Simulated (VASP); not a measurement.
# Mg2GeBi2 in VASP: single point with PBEsol

Aim: the single point of Mg2GeBi2 with PBEsol.

Everything below comes from runs of VASP 6.6.1. Logs are shortened: lines on timing, memory, paths and dates and some standing lists are left out, and cuts for length are marked.

## Step 1: The cell of the first run

The typed cell holds 5 atoms: a = 4.611 Å, b = 4.611 Å, c = 7.468 Å, α = 90.00°, β = 90.00°, γ = 120.00°.

## Step 2: Single point, PBEsol

INCAR

```
PREC     = Accurate       # precision mode
ENCUT    = 520            # plane-wave cutoff, eV
EDIFF    = 1E-6           # SCF threshold, eV
ISMEAR   = -1             # smearing method
SIGMA    = 0.1            # smearing width, eV
LREAL    = F              # projectors in reciprocal space
LASPH    = T              # aspherical terms in the spheres
NELM     = 60             # most SCF steps
ALGO     = Normal         # electronic algorithm
ISIF     = 2              # what is computed and relaxed
LWAVE    = F              # write WAVECAR
LCHARG   = T              # write CHGCAR
GGA      = PS             # functional
LELF     = T              # ELF
LVHAR    = T            
NBANDS   = 32             # bands
```

KPOINTS

```
regular mesh
0
Gamma
  8 8 4
```

POSCAR

```
Mg2GeBi2
1.0
    4.6106760000      0.0000000000      0.0000000000
   -2.3053380000      3.9929640000      0.0000000000
    0.0000000000      0.0000000000      7.4682870000
Ge Mg Bi
1 2 2
Direct
    0.0000000000      0.0000000000      0.0000000000
    0.3333000000      0.6667000000      0.6301000000
    0.6667000000      0.3333000000      0.3699000000
    0.3333000000      0.6667000000      0.2413000000
    0.6667000000      0.3333000000      0.7587000000
```

Potentials or basis: VASP PAW PBE potentials, release 64 (Ge_d, Mg, Bi_d).

On the command line:

```
$ cat potpaw_PBE.64/Ge_d/POTCAR potpaw_PBE.64/Mg/POTCAR potpaw_PBE.64/Bi_d/POTCAR > POTCAR
$ mpirun -np 1 vasp_std > vasp.out
```

OUTCAR:

```text
PREC = Accurate
   ENCUT = 520
   EDIFF = 1E-6
   ISMEAR = -1
   LREAL = F
   LASPH = T
   NELM = 60
   ISIF = 2
   GGA = PS

 ion  position               nearest neighbor table
   1  0.000  0.000  0.000-   4 3.21   5 3.21   5 3.21   4 3.21   5 3.21   4 3.21
   2  0.333  0.667  0.630-   5 2.83   5 2.83   5 2.83   4 2.90   3 3.30   3 3.30   3 3.30
   3  0.667  0.333  0.370-   4 2.83   4 2.83   4 2.83   5 2.90   2 3.30   2 3.30   2 3.30
   4  0.333  0.667  0.241-   3 2.83   3 2.83   3 2.83   2 2.90   1 3.21   1 3.21   1 3.21
   5  0.667  0.333  0.759-   2 2.83   2 2.83   2 2.83   3 2.90   1 3.21   1 3.21   1 3.21

  LATTYP: Found a hexagonal cell.
 ALAT       =     4.6106760000
 C/A-ratio  =     1.6197813509

  Lattice vectors:

 A1 = (   4.6106760000,   0.0000000000,   0.0000000000)
 A2 = (  -2.3053380000,   3.9929640000,   0.0000000000)
 A3 = (   0.0000000000,   0.0000000000,   7.4682870000)

Analysis of symmetry for initial positions (statically):
=====================================================================
 Subroutine PRICEL returns:
 Original cell was already a primitive cell.

 Routine SETGRP: Setting up the symmetry group for a
 hexagonal supercell.

 Subroutine GETGRP returns: Found  4 space group operations
 (whereof  4 operations were pure point group operations)
 out of a pool of 24 trial point group operations.

The static configuration has the point symmetry C_2h.

Analysis of symmetry for dynamics (positions and initial velocities):
=====================================================================
 Subroutine PRICEL returns:
 Original cell was already a primitive cell.

 Routine SETGRP: Setting up the symmetry group for a
 hexagonal supercell.

 Subroutine GETGRP returns: Found  4 space group operations
 (whereof  4 operations were pure point group operations)
 out of a pool of 24 trial point group operations.

The dynamic configuration has the point symmetry C_2h.

 Subroutine INISYM returns: Found  4 space group operations
 (whereof  4 operations are pure point group operations),
 and found     1 'primitive' translations

----------------------------------------------------------------------------------------

                                     Primitive cell

  volume of cell :     137.4931

[... 86 lines left out ...]
   ISTART =      0    job   : 0-new  1-cont  2-samecut
   ICHARG =      2    charge: 1-file 2-atom 10-const
   ISPIN  =      1    spin polarized calculation?
   LNONCOLLINEAR =      F non collinear calculations
   LSORBIT =      F    spin-orbit coupling
   LASPH  =      T    aspherical Exc in radial PAW
   ENCUT  =  520.0 eV  38.22 Ry    6.18 a.u.   8.57  8.57 13.89*2*pi/ulx,y,z
   NELM   =     60;   NELMIN=  2; NELMDL= -5     # of ELM steps
   EDIFF  = 0.1E-05   stopping-criterion for ELM
   LREAL  =      F    real-space projection
   EDIFFG = 0.1E-04   stopping-criterion for IOM
   NSW    =      0    number of steps for IOM
   IBRION =     -1    ionic relax: 0-MD 1-quasi-New 2-CG
   NFREE  =      0    steps in history (QN), initial steepest desc. (CG)
   ISIF   =      2    stress and relaxation
   ISYM   =      2    0-nonsym 1-usesym 2-fastsym
   POTIM  = 0.5000    time-step for ionic-motion
   TEBEG  =    0.0;   TEEND  =   0.0 temperature during run
   PSTRESS=    0.0 pullay stress
   NELECT =      48.0000    total number of electrons
   NUPDOWN=      -1.0000    fix difference up-down
   EMIN   =  10.00;   EMAX   =-10.00  energy-range for DOS
   EFERMI =   0.00;   METHOD = LEGACY
   ISMEAR =    -1;   SIGMA  =   0.10  broadening in eV -4-tet -1-fermi 0-gaus
   EFERMI_NEDOS =   21; number of points for ismear=-14 and -15
   IALGO  =     38    algorithm
   IMIX   =      4    mixing-type and parameters
     AMIX     =   0.40;   BMIX     =  1.00
     AMIX_MAG =   1.60;   BMIX_MAG =  1.00
  volume/ion in A,a.u.               =      27.50       185.57
  Fermi-wavevector in a.u.,A,eV,Ry     =   1.152732  2.178347 18.079291  1.328790
  Thomas-Fermi vector in A             =   2.289381
   LORBIT       =      0    0 simple, 1 ext, 2 COOP (PROOUT), +10 PAW based schemes
   GGA     = PS    functional components
   LHFCALC =     F    Hartree Fock is set to
   AEXX    =    0.0000 exact exchange contribution
   IVDW    =     0    specifies the selected vdW correction
   LEPSILON=     F    determine dielectric tensor
   LRPA    =     F    only Hartree local field effects (RPA)
 non-spin polarized calculation
  energy-cutoff  :      520.00
  volume of cell :      137.49
 maximum number of plane-waves:      3748
 NGX is ok and might be reduce to    36
   NGX = 17   NGY = 17   NGZ = 27

 number of electron      47.9999995 magnetization

 Free energy of the ion-electron system (eV)
  ---------------------------------------------------
  ext. energy  EPLUGINS =         0.00000000
  ---------------------------------------------------
  free energy    TOTEN  =       -16.85570372 eV

  energy without entropy =      -16.84463159  energy(sigma->0) =      -16.85016765

 E-fermi :   4.8032     XC(G=0):  -9.4003

 val. band max:        4.5419614151   @ k =   0.1250   0.1250   0.5000
 cond. band min:       4.8963542026   @ k =   0.0000   0.0000   0.5000
 fundamental gap:      0.3543927874
 Fermi energy:         4.8032252934

 k-point     1 :       0.0000    0.0000    0.0000
  band No.  band energies     occupation
      1     -20.2314      2.00000
      2     -20.2314      2.00000
      3     -20.2306      2.00000
      4     -20.2250      2.00000
      5     -20.2250      2.00000
      6     -17.4060      2.00000
[... 829 lines left out ...]
     31       8.9137      0.00000
     32       8.9860      0.00000

 [... further k-points ...]
[... 5 lines left out ...]
  --------------------------------------------------------------------------------------
  -------------------------------------------------------------------------------------
  Total        1.4745707      1.4800159     -0.2546306      0.0047148      0.0008702     -0.0015072
  in kB       17.1828495     17.2463013     -2.9671549      0.0549400      0.0101402     -0.0175634
  external PRESSURE =      10.4873319 kB  Pullay stress =       0.0000000 kB

 VOLUME and BASIS-vectors are now :
 -----------------------------------------------------------------------------
  energy-cutoff  :      520.00
  volume of cell :      137.49
      direct lattice vectors                 reciprocal lattice vectors
     4.610676000  0.000000000  0.000000000     0.216887936  0.125220262  0.000000000
    -2.305338000  3.992964000  0.000000000     0.000000000  0.250440525  0.000000000
     0.000000000  0.000000000  7.468287000     0.000000000  0.000000000  0.133899514

 POSITION                                       TOTAL-FORCE (eV/Angst)
 -----------------------------------------------------------------------------------
      0.00000      0.00000      0.00000        -0.000000      0.000000      0.000000
     -0.00023      2.66211      4.70577         0.002024     -0.001169      0.086760
      2.30557      1.33085      2.76252        -0.002024      0.001169     -0.086760
     -0.00023      2.66211      1.80210         0.002134     -0.001232     -1.039212
      2.30557      1.33085      5.66619        -0.002134      0.001232      1.039212
 -----------------------------------------------------------------------------------
    total drift:                                0.000000      0.000000      0.000000

  FREE ENERGIE OF THE ION-ELECTRON SYSTEM (eV)
  ---------------------------------------------------
  free  energy   TOTEN  =       -16.8557037187 eV

  energy  without entropy=      -16.8446315854  energy(sigma->0) =      -16.85016765
```

OSZICAR:

```text
N       E                     dE             d eps       ncg     rms          rms(c)
DAV:   1     0.474205695252E+03    0.47421E+03   -0.23592E+04  5648   0.226E+03
DAV:   2     0.533679735357E+02   -0.42084E+03   -0.40688E+03  5008   0.641E+02
DAV:   3    -0.132904124199E+02   -0.66658E+02   -0.65677E+02  6096   0.195E+02
DAV:   4    -0.170242463963E+02   -0.37338E+01   -0.37315E+01  5912   0.514E+01
DAV:   5    -0.171512272702E+02   -0.12698E+00   -0.12698E+00  7200   0.951E+00    0.284E+00
DAV:   6    -0.169154747346E+02    0.23575E+00   -0.21984E-01  6104   0.320E+00    0.147E+00
DAV:   7    -0.168575979754E+02    0.57877E-01   -0.15553E-01  5928   0.215E+00    0.436E-01
DAV:   8    -0.168556583671E+02    0.19396E-02   -0.12509E-02  6240   0.104E+00    0.219E-01
DAV:   9    -0.168556947676E+02   -0.36400E-04   -0.14503E-03  6352   0.273E-01    0.645E-02
DAV:  10    -0.168557013253E+02   -0.65576E-05   -0.17074E-04  6136   0.103E-01    0.114E-02
DAV:  11    -0.168557030082E+02   -0.16830E-05   -0.27679E-05  6728   0.421E-02    0.480E-03
DAV:  12    -0.168557037187E+02   -0.71047E-06   -0.37591E-06  5192   0.126E-02
   1 F= -.16855704E+02 E0= -.16850168E+02  d E =-.110721E-01
```

stdout:

```text
POSCAR found type information on POSCAR GeMgBi
 POSCAR found :  3 types and       5 ions
 scaLAPACK will be used
 -----------------------------------------------------------------------------
|                                                                             |
|                                                                             |
|     You enforced a specific xc type in the INCAR file but a different       |
|     I HOPE YOU KNOW WHAT YOU ARE DOING!                                     |
|                                                                             |
 -----------------------------------------------------------------------------

 LDA part: xc-table for (Slater+PW92), standard interpolation
 POSCAR, INCAR and KPOINTS ok, starting setup
 FFT: planning ... GRIDC
 FFT: planning ... GRID_SOFT
 FFT: planning ... GRID
 WAVECAR not read
 entering main loop
```

It took 2.7 min on 1 thread of Intel Xeon Platinum 8488C (Sapphire Rapids), shared host; peak memory 0.49 GiB.

What came out:

```
Free energy            : -16.8557 eV
Pressure               : 1.0 GPa
Largest force          : 1.039 eV/Å
Band gap on the k mesh : 0.35 eV (least direct gap 0.40 eV)
```

Forces on the atoms (eV/Å):
```
Ge   0.000  0.000  0.000
Mg   0.002 -0.001  0.087
Mg  -0.002  0.001 -0.087
Bi   0.002 -0.001 -1.039
Bi  -0.002  0.001  1.039
```

Stress tensor (GPa, compression positive):
```
 1.72  0.01  0.00
 0.01  1.72  0.00
 0.00  0.00 -0.30
```

Levels at points of the mesh, in eV from the valence-band top:
```
           k point  band 22  band 23  band 24  band 25  band 26  band 27
(0.00, 0.00, 0.00)    -0.63    -0.63    -0.59     0.99     1.70     1.70
(0.50, 0.00, 0.00)    -2.40    -0.64    -0.50     0.47     1.49     1.83
(0.50, 0.50, 0.00)    -2.40    -0.64    -0.50     0.47     1.49     1.83
(0.00, 0.00, 0.50)    -0.14    -0.14    -0.05     0.35     1.10     1.10
(0.50, 0.00, 0.50)    -1.98    -1.37    -1.15     0.49     1.41     2.79
(0.50, 0.50, 0.50)    -1.98    -1.38    -1.15     0.49     1.41     2.79
```

Caveat: the PAW data sets were made with another functional, which shifts forces and pressure a little; spin-orbit coupling is left out, which moves the levels of the heavy elements.
